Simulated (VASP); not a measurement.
# SnO3 (Ama2) in VASP: single point with PBE

Aim: the single point of SnO3 with PBE.

All numbers are computed with VASP 6.6.1; they aren't measurements. Logs are shortened: lines on timing, memory, paths and dates and some standing lists are left out, and cuts for length are marked.

## 1. The cell of the first run

Symmetry: Ama2, No. 40, orthorhombic system. Conventional cell: a = 6.182 Å, b = 10.646 Å, c = 4.385 Å, α = 90.00°, β = 90.00°, γ = 90.00°. Within 2.6 Å of Sn (site symmetry m) lie 5 O at 1.93 to 2.38 Å. Within 2.1 Å of O (site symmetry m) lie 1 O at 1.50 Å and 1 Sn at 2.02 Å. Within 2.6 Å of O (site symmetry 2) lie 2 Sn at 1.93 Å. O (site symmetry m) has 1 O at 1.50 Å and 1 Sn at 2.05 Å within 2.1 Å.

The cell was built from a structure type or drawn by symmetry, and may not be a known phase.

## 2. Single point, PBE

INCAR reads:

```
SYSTEM = SnO3
  PREC = Accurate
  ENCUT = 520
  EDIFF = 1E-6
  ISMEAR = 0
  SIGMA = 0.02
  LREAL = .FALSE.
  LASPH = .TRUE.
  NELM = 100
  ALGO = Normal
  ISIF = 2
  LWAVE = .FALSE.
  LCHARG = .FALSE.
  GGA = PE
  NBANDS = 42
```

KPOINTS reads:

```
regular mesh
0
G
  6 8 8
  0 0 0
```

POSCAR reads:

```
SnO3
1.0
    6.1821941168      0.0000000000      0.0000000000
    0.0000000000      5.3230717109      2.1922500574
    0.0000000000     -5.3230717109      2.1922500574
Sn O
2 6
Direct
    0.2500000000      0.5071533408      0.2990751951
    0.7500000000      0.2990751951      0.5071533408
    0.2500000000      0.0668617621      0.8222500179
    0.7500000000      0.8222500179      0.0668617621
    0.0000000000      0.4785080028      0.4785080028
    0.5000000000      0.4785080028      0.4785080028
    0.2500000000      0.9788198105      0.5064239480
    0.7500000000      0.5064239480      0.9788198105
```

Potentials or basis: VASP PAW PBE potentials, release 64 (Sn_d, O).

On the command line:

```console
> cat potpaw_PBE.64/Sn_d/POTCAR potpaw_PBE.64/O/POTCAR > POTCAR
> mpirun -np 1 vasp_std > vasp.out
```

OUTCAR:

```text
SYSTEM = SnO3
   PREC = Accurate
   ENCUT = 520
   EDIFF = 1E-6
   ISMEAR = 0
   LREAL = .FALSE.
   LASPH = .TRUE.
   NELM = 100
   ISIF = 2
   GGA = PE

 ion  position               nearest neighbor table
   1  0.250  0.507  0.299-   5 1.93   6 1.93   3 2.02   7 2.05   3 2.38
   2  0.750  0.299  0.507-   5 1.93   6 1.93   4 2.02   8 2.05   4 2.38
   3  0.250  0.067  0.822-   7 1.50   1 2.02   1 2.38
   4  0.750  0.822  0.067-   8 1.50   2 2.02   2 2.38
   5  0.000  0.479  0.479-   1 1.93   2 1.93
   6  0.500  0.479  0.479-   1 1.93   2 1.93
   7  0.250  0.979  0.506-   3 1.50   1 2.05
   8  0.750  0.506  0.979-   4 1.50   2 2.05

  LATTYP: Found a base centered orthorhombic cell.
 ALAT       =     4.3845001148
 B/A-ratio  =     2.4281316326
 C/A-ratio  =     1.4100111655

  Lattice vectors:

 A1 = (   0.0000000000,   5.3230717109,   2.1922500574)
 A2 = (   0.0000000000,  -5.3230717109,   2.1922500574)
 A3 = (   6.1821941168,   0.0000000000,   0.0000000000)

Analysis of symmetry for initial positions (statically):
=====================================================================
 Subroutine PRICEL returns:
 Original cell was already a primitive cell.

 Routine SETGRP: Setting up the symmetry group for a
 base centered orthorhombic supercell.

 Subroutine GETGRP returns: Found  4 space group operations
 (whereof  2 operations were pure point group operations)
 out of a pool of  8 trial point group operations.

The static configuration has the point symmetry C_2 .
 The point group associated with its full space group is C_2v.

Analysis of symmetry for dynamics (positions and initial velocities):
=====================================================================
 Subroutine PRICEL returns:
 Original cell was already a primitive cell.

 Routine SETGRP: Setting up the symmetry group for a
 base centered orthorhombic supercell.

 Subroutine GETGRP returns: Found  4 space group operations
 (whereof  2 operations were pure point group operations)
 out of a pool of  8 trial point group operations.

The dynamic configuration has the point symmetry C_2 .
 The point group associated with its full space group is C_2v.

 Subroutine INISYM returns: Found  4 space group operations
 (whereof  2 operations are pure point group operations),
 and found     1 'primitive' translations

----------------------------------------------------------------------------------------

                                     Primitive cell

  volume of cell :     144.2863

  direct lattice vectors                    reciprocal lattice vectors
     6.182194117  0.000000000  0.000000000     0.161754869  0.000000000  0.000000000
     0.000000000  5.323071711  2.192250057     0.000000000  0.093930728  0.228076171
     0.000000000 -5.323071711  2.192250057     0.000000000 -0.093930728  0.228076171

  length of vectors
     6.182194117  5.756826622  5.756826622     0.161754869  0.246661147  0.246661147

  position of ions in fractional coordinates (direct lattice)
     0.250000000  0.507153341  0.299075195
     0.750000000  0.299075195  0.507153341
     0.250000000  0.066861762  0.822250018
     0.750000000  0.822250018  0.066861762
     0.000000000  0.478508003  0.478508003
     0.500000000  0.478508003  0.478508003
     0.250000000  0.978819810  0.506423948
     0.750000000  0.506423948  0.978819810

  ion indices of the primitive-cell ions
   primitive index   ion index
                 1           1
                 2           2
                 3           3
                 4           4
                 5           5
                 6           6
                 7           7
                 8           8

----------------------------------------------------------------------------------------

 KPOINTS: regular mesh

Automatic generation of k-mesh.
 Grid dimensions read from file:
 generate k-points for:    6    8    8

 Generating k-lattice:

  Cartesian coordinates                     Fractional coordinates (reciprocal lattice)
     0.026959145  0.000000000  0.000000000     0.166666667  0.000000000  0.000000000
     0.000000000  0.011741341  0.028509521     0.000000000  0.125000000  0.000000000
     0.000000000 -0.011741341  0.028509521     0.000000000  0.000000000  0.125000000

  Length of vectors
     0.026959145  0.030832643  0.030832643

  Shift w.r.t. Gamma in fractional coordinates (k-lattice)
     0.000000000  0.000000000  0.000000000

 Subroutine IBZKPT returns following result:
 ===========================================

 Found     84 irreducible k-points:

 Following reciprocal coordinates:
            Coordinates               Weight
  0.000000  0.000000  0.000000      1.000000
  0.166667  0.000000  0.000000      2.000000
  0.333333  0.000000  0.000000      2.000000
  0.500000  0.000000  0.000000      1.000000
  0.000000  0.125000  0.000000      4.000000
  0.166667  0.125000  0.000000      8.000000
[... 16 lines left out ...]
  0.333333  0.125000  0.125000      4.000000
  0.500000  0.125000  0.125000      2.000000
 [... further k-points ...]
   k-points           NKPTS =     84   k-points in BZ     NKDIM =     84   number of bands    NBANDS=     42
   number of dos      NEDOS =    301   number of ions     NIONS =      8
   total plane-waves  NPLWV = 110592
   dimension x,y,z NGX =    48 NGY =   48 NGZ =   48
   dimension x,y,z NGXF=    96 NGYF=   96 NGZF=   96
   ions per type =               2   6
   NGX,Y,Z   is equivalent  to a cutoff of  12.91, 13.86, 13.86 a.u.
   NGXF,Y,Z  is equivalent  to a cutoff of  25.82, 27.72, 27.72 a.u.
 SYSTEM =  SnO3
   PREC   = accura    normal or accurate (medium, high low for compatibility)
   ISTART =      0    job   : 0-new  1-cont  2-samecut
   ICHARG =      2    charge: 1-file 2-atom 10-const
   ISPIN  =      1    spin polarized calculation?
   LNONCOLLINEAR =      F non collinear calculations
   LSORBIT =      F    spin-orbit coupling
   LASPH  =      T    aspherical Exc in radial PAW
   ENCUT  =  520.0 eV  38.22 Ry    6.18 a.u.  11.49 10.70 10.70*2*pi/ulx,y,z
   NELM   =    100;   NELMIN=  2; NELMDL= -5     # of ELM steps
   EDIFF  = 0.1E-05   stopping-criterion for ELM
   LREAL  =      F    real-space projection
   EDIFFG = 0.1E-04   stopping-criterion for IOM
   NSW    =      0    number of steps for IOM
   IBRION =     -1    ionic relax: 0-MD 1-quasi-New 2-CG
   NFREE  =      0    steps in history (QN), initial steepest desc. (CG)
   ISIF   =      2    stress and relaxation
   ISYM   =      2    0-nonsym 1-usesym 2-fastsym
   POTIM  = 0.5000    time-step for ionic-motion
   TEBEG  =    0.0;   TEEND  =   0.0 temperature during run
   PSTRESS=    0.0 pullay stress
   NELECT =      64.0000    total number of electrons
   NUPDOWN=      -1.0000    fix difference up-down
   EMIN   =  10.00;   EMAX   =-10.00  energy-range for DOS
   EFERMI =   0.00;   METHOD = LEGACY
   ISMEAR =     0;   SIGMA  =   0.02  broadening in eV -4-tet -1-fermi 0-gaus
   EFERMI_NEDOS =   21; number of points for ismear=-14 and -15
   IALGO  =     38    algorithm
   IMIX   =      4    mixing-type and parameters
     AMIX     =   0.40;   BMIX     =  1.00
     AMIX_MAG =   1.60;   BMIX_MAG =  1.00
  volume/ion in A,a.u.               =      18.04       121.71
  Fermi-wavevector in a.u.,A,eV,Ry     =   1.248513  2.359348 21.208561  1.558785
  Thomas-Fermi vector in A             =   2.382596
   LORBIT       =      0    0 simple, 1 ext, 2 COOP (PROOUT), +10 PAW based schemes
   GGA     = PE    functional components
   LHFCALC =     F    Hartree Fock is set to
   AEXX    =    0.0000 exact exchange contribution
   IVDW    =     0    specifies the selected vdW correction
   LEPSILON=     F    determine dielectric tensor
   LRPA    =     F    only Hartree local field effects (RPA)
 non-spin polarized calculation
 Gauss-broadening in eV      SIGMA  =   0.02
  energy-cutoff  :      520.00
  volume of cell :      144.29
 maximum number of plane-waves:      3912
 NGX is ok and might be reduce to    48
   NGX = 23   NGY = 21   NGZ = 21

 number of electron      64.0000017 magnetization

 Free energy of the ion-electron system (eV)
  ---------------------------------------------------
  ext. energy  EPLUGINS =         0.00000000
  ---------------------------------------------------
  free energy    TOTEN  =       -41.77946248 eV

  energy without entropy =      -41.77946248  energy(sigma->0) =      -41.77946248

 E-fermi :   1.2649     XC(G=0):  -8.3152

 val. band max:        1.1150285602   @ k =   0.0000   0.5000   0.5000
 cond. band min:       2.2225921813   @ k =   0.0000   0.0000   0.0000
 fundamental gap:      1.1075636211
 Fermi energy:         1.2648964976

 k-point     1 :       0.0000    0.0000    0.0000
  band No.  band energies     occupation
      1     -21.0204      2.00000
      2     -20.9684      2.00000
      3     -20.4291      2.00000
      4     -19.9268      2.00000
      5     -19.9224      2.00000
      6     -19.9213      2.00000
[... 34 lines left out ...]
     41      10.2018      0.00000
     42      10.3931      0.00000

 k-point     2 :       0.1667    0.0000    0.0000
  band No.  band energies     occupation
      1     -21.0180      2.00000
      2     -20.9736      2.00000
      3     -20.4033      2.00000
      4     -19.9792      2.00000
      5     -19.9264      2.00000
      6     -19.9226      2.00000
[... 34 lines left out ...]
     41      10.0744      0.00000
     42      10.3516      0.00000

 k-point     3 :       0.3333    0.0000    0.0000
  band No.  band energies     occupation
      1     -21.0109      2.00000
      2     -20.9859      2.00000
      3     -20.3311      2.00000
      4     -20.0982      2.00000
      5     -19.9256      2.00000
      6     -19.9234      2.00000
[... 34 lines left out ...]
     41       9.9020      0.00000
     42      10.2472      0.00000

 k-point     4 :       0.5000    0.0000    0.0000
  band No.  band energies     occupation
      1     -20.9997      2.00000
      2     -20.9997      2.00000
      3     -20.2241      2.00000
      4     -20.2241      2.00000
      5     -19.9245      2.00000
      6     -19.9245      2.00000
[... 844 lines left out ...]
     41       9.8174      0.00000
     42      10.1008      0.00000

 k-point    23 :       0.3333    0.1250    0.1250
  band No.  band energies     occupation
      1     -20.8441      2.00000
      2     -20.8215      2.00000
      3     -20.3387      2.00000
      4     -20.1464      2.00000
      5     -19.9558      2.00000
      6     -19.9505      2.00000
[... 34 lines left out ...]
     41       9.8434      0.00000
     42      10.1882      0.00000

 k-point    24 :       0.5000    0.1250    0.1250
  band No.  band energies     occupation
      1     -20.8344      2.00000
      2     -20.8344      2.00000
      3     -20.2459      2.00000
      4     -20.2459      2.00000
      5     -19.9553      2.00000
      6     -19.9553      2.00000
[... 34 lines left out ...]
     41      10.0283      0.00000
     42      10.0283      0.00000

 [... further k-points ...]

------------------------ aborting loop because EDIFF is reached ----------------------------------------

  FORCE on cell =-STRESS in cart. coord.  units (eV):
  Direction    XX          YY          ZZ          XY          YZ          ZX
  --------------------------------------------------------------------------------------
  -------------------------------------------------------------------------------------
  Total        0.1656810      0.4730199      0.4525443      0.0000000      0.0000000      0.0000000
  in kB        1.8397477      5.2524864      5.0251228      0.0000000      0.0000000      0.0000000
  external PRESSURE =       4.0391189 kB  Pullay stress =       0.0000000 kB

 VOLUME and BASIS-vectors are now :
 -----------------------------------------------------------------------------
  energy-cutoff  :      520.00
  volume of cell :      144.29
      direct lattice vectors                 reciprocal lattice vectors
     6.182194117  0.000000000  0.000000000     0.161754869  0.000000000  0.000000000
     0.000000000  5.323071711  2.192250057     0.000000000  0.093930728  0.228076171
     0.000000000 -5.323071711  2.192250057     0.000000000 -0.093930728  0.228076171

 POSITION                                       TOTAL-FORCE (eV/Angst)
 -----------------------------------------------------------------------------------
      1.54555      1.10761      1.76745         0.000000     -0.016639     -0.015870
      4.63665     -1.10761      1.76745         0.000000      0.016639     -0.015870
      1.54555     -4.02099      1.94916         0.000000     -0.107106      0.063794
      4.63665      4.02099      1.94916         0.000000      0.107106      0.063794
      0.00000      0.00000      2.09802         0.000000      0.000000      0.006539
      3.09110      0.00000      2.09802         0.000000      0.000000      0.006539
      1.54555      2.51460      3.25603         0.000000      0.181060     -0.054463
      4.63665     -2.51460      3.25603         0.000000     -0.181060     -0.054463
 -----------------------------------------------------------------------------------
    total drift:                                0.000000      0.000000     -0.001306

  FREE ENERGIE OF THE ION-ELECTRON SYSTEM (eV)
  ---------------------------------------------------
  free  energy   TOTEN  =       -41.7794624832 eV

  energy  without entropy=      -41.7794624832  energy(sigma->0) =      -41.77946248
```

Wall time 7.8 min (1 thread of Intel Xeon Platinum 8488C (Sapphire Rapids), shared host); peak memory 0.57 GiB.

Results:

| Quantity | Value |
| --- | --- |
| Free energy | -41.7795 eV |
| Pressure | 0.4 GPa |
| Largest force | 0.189 eV/Å |
| Band gap on the k mesh | 1.11 eV (least direct gap 1.17 eV) |

Forces in eV/Å, atoms in the order of the input:
```
Sn   0.000 -0.017 -0.016
Sn   0.000  0.017 -0.016
O    0.000 -0.107  0.064
O    0.000  0.107  0.064
O    0.000  0.000  0.007
O    0.000  0.000  0.007
O    0.000  0.181 -0.054
O    0.000 -0.181 -0.054
```

Levels at points of the mesh, in eV from the valence-band top:
```
           k point  band 30  band 31  band 32  band 33  band 34  band 35
(0.00, 0.00, 0.00)    -1.03    -0.10    -0.10     1.11     3.49     3.57
(0.50, 0.00, 0.00)    -1.09    -0.11    -0.11     2.38     2.38     3.67
(0.00, 0.50, 0.00)    -0.95    -0.16    -0.02     1.67     2.40     4.35
(0.50, 0.50, 0.00)    -0.88    -0.14    -0.11     2.07     2.31     4.43
(0.00, 0.50, 0.50)    -1.01    -0.27     0.00     1.62     3.00     3.47
(0.50, 0.50, 0.50)    -1.12    -0.17    -0.17     2.67     2.67     3.41
```

Caveat: spin-orbit coupling is left out, which moves the levels of the heavy elements. A k mesh can miss the band edges.
